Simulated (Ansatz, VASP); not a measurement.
## Two plane-wave programs on AlCu5

The input INCAR:

```
  ALGO = Fast
  EDIFF = 1E-7
  EDIFFG = -0.01
  ENCUT = 600
  GGA = PE
  IBRION = 2
  ISIF = 3
  ISMEAR = 0
  LASPH = T
  LCHARG = F
  LREAL = F
  LWAVE = F
  NELM = 60
  NSW = 100
  PREC = Accurate
  SIGMA = 0.1
```

File KPOINTS:

```
k-points
0
Gamma
  6 6 16
```

Contents of POSCAR:

```
AlCu5
1.0
    7.8894869727      0.0000000000      0.0000000000
   -3.9447434863      6.8324961411      0.0000000000
    0.0000000000      0.0000000000      2.4087799162
Al Cu
1 5
Direct
    0.0000000000      0.0000000000      0.0000000000
    0.5000000000      0.0000000000      0.5000000000
    0.0000000000      0.5000000000      0.5000000000
    0.5000000000      0.5000000000      0.5000000000
    0.3333333333      0.6666666667      0.5000000000
    0.6666666667      0.3333333333      0.5000000000
```

Input for Ansatz:

```yaml
crystal:
  lattice:
    - [7.8894869727, 0.0, 0.0]
    - [-3.9447434863, 6.8324961411, 0.0]
    - [0.0, 0.0, 2.4087799162]
  atoms:
    - { symbol: Al, position: [0.0, 0.0, 0.0] }
    - { symbol: Cu, position: [0.5, 0.0, 0.5] }
    - { symbol: Cu, position: [0.0, 0.5, 0.5] }
    - { symbol: Cu, position: [0.5, 0.5, 0.5] }
    - { symbol: Cu, position: [0.3333333333, 0.6666666667, 0.5] }
    - { symbol: Cu, position: [0.6666666667, 0.3333333333, 0.5] }
basis:
  ecutwfc: 420
kpoints:
  mp_grid: { grid: [6, 6, 16] }
hamiltonian:
  xc: pbe
scf:
  occupations: { method: gaussian, width: 0.1 }
output:
  forces: true
  stress: true
  eigenvalues: true
relax:
  adjacent_minimum: "off"
  f_tol: 0.01
  max_steps: 80
  cell: { stress_tol: 0.05 }
```

Alike in both runs: task relaxation of cell and atoms; functional PBE; k mesh 6 × 6 × 16; occupations gaussian, width 0.1 eV; no spin polarisation.

|  | VASP | Ansatz |
| --- | --- | --- |
| version | VASP 6.6.1 | Ansatz 0.2.0 |
| potentials or method | VASP PAW PBE potentials, release 64 (Al, Cu), cutoff 600 eV | scalar-relativistic, plane waves, PAW |
| valence electrons in the cell | 58 | 98 |

VASP gave:

```
gap on the k mesh at the Fermi level, each at its own relaxed structure (eV) : none
relaxed volume (Å³/atom)                                                     : 21.84
relaxed length of the cell vector where the two differ most in proportion (Å)              : 7.925
```

Question: What did Ansatz give for the same quantities?

Answer: gap on the k mesh at the Fermi level, each at its own relaxed structure (eV): none; relaxed volume (Å³/atom): 21.73; relaxed length of the cell vector where the two differ most in proportion (Å): 7.910.

A gap of «none» marks a metal or a gap that the smearing closes. VASP's potentials hold 58 valence electrons a cell and Ansatz's 98, so a difference there can come from the potentials and not from the codes.
